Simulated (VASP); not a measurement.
Write the native input for VASP 6.6.1 that does the following.

| Item | Value |
| --- | --- |
| Task | single point |
| Functional | LDA |
| Potentials or basis | VASP PAW LDA potentials, release 64 (Si) |
| Cutoff | 520 eV |
| k mesh | 12 × 12 × 12 |
| Occupations | gaussian, width 0.05 eV |
| Spin | no spin polarisation |
| Dipole correction | no |
| Further INCAR settings | ALGO = Normal; EDIFF = 1e-06; NBANDS = 11 |

The structure of Si lies in POSCAR:

```
Si
1.0
    0.0000000000      2.6755721333      2.4877469695
    2.6755721333      0.0000000000      2.4877469695
    2.6755721333      2.6755721333      0.0000000000
Si
2
Direct
    0.5000000000      0.5000000000      0.5000000000
    0.7500000000      0.7500000000      0.7500000000
```

This cell differs from its parent crystal: volume 17.809 Å^3 an atom, c/a of the conventional cell 0.9298.

The input as run:

INCAR

```
  PREC = Accurate
  ENCUT = 520
  EDIFF = 1E-6
  ISMEAR = 0
  SIGMA = 0.05
  LREAL = False
  LASPH = True
  NELM = 100
  ALGO = Normal
  ISIF = 2
  LWAVE = False
  LCHARG = False
  GGA = CA
  NBANDS = 11
```

KPOINTS

```
Automatic mesh
0
Gamma
  12 12 12
```

Potentials or basis: VASP PAW LDA potentials, release 64 (Si).

The run is started by

```bash
$ cat potpaw_LDA.64/Si/POTCAR > POTCAR
$ mpirun -np 1 vasp_std > vasp.out
```

It gave:

```
Pressure               : 11.8 GPa
Band gap on the k mesh : zero (band 4 reaches 7.36 eV, above the bottom of band 5 at 6.83 eV)
```

Wall time 33 s on 1 thread of Intel(R) Xeon(R) Platinum 8375C CPU @ 2.90GHz (Ice Lake), with other jobs on the host, peak memory 0.16 GiB.
